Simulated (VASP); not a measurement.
Here is a VASP 6.6.1 calculation.

Contents of INCAR:

```
SYSTEM = Al5Rh
  PREC = Accurate
  ENCUT = 520
  EDIFF = 1E-6
  ISMEAR = 0
  SIGMA = 0.1
  LREAL = .False.
  LASPH = .True.
  NELM = 100
  ALGO = Normal
  ISIF = 2
  LWAVE = .False.
  LCHARG = .True.
  GGA = PE
  LELF = .True.
  LVHAR = .True.
  NBANDS = 24
```

The input KPOINTS:

```
Automatic mesh
0
Gamma
  4 4 4
  0 0 0
```

Contents of POSCAR:

```
Al5Rh
1.0
    0.0000000000      3.6322918600      3.6322918600
    3.6322918600      0.0000000000      3.6322918600
    3.6322918600      3.6322918600      0.0000000000
Al Rh
5 1
Direct
    0.2500000000      0.2500000000      0.2500000000
    0.1247594338      0.6250801887      0.6250801887
    0.6250801887      0.6250801887      0.6250801887
    0.6250801887      0.6250801887      0.1247594338
    0.6250801887      0.1247594338      0.6250801887
    0.0000000000      0.0000000000      0.0000000000
```

Potentials or basis: VASP PAW PBE potentials, release 64 (Al, Rh_pv).

Launch:

```console
$ cat potpaw_PBE.64/Al/POTCAR potpaw_PBE.64/Rh_pv/POTCAR > POTCAR
$ mpirun -np 1 vasp_std > vasp.out
```

(1) What does it give for the pressure?

(2) Predict the band gap on the k mesh.

Results:

(1) 0.0 GPa.

(2) zero (band 15 reaches 10.40 eV, above the bottom of band 16 at 8.11 eV).

Caveat: the k points lie up to 0.37 Å⁻¹ apart.
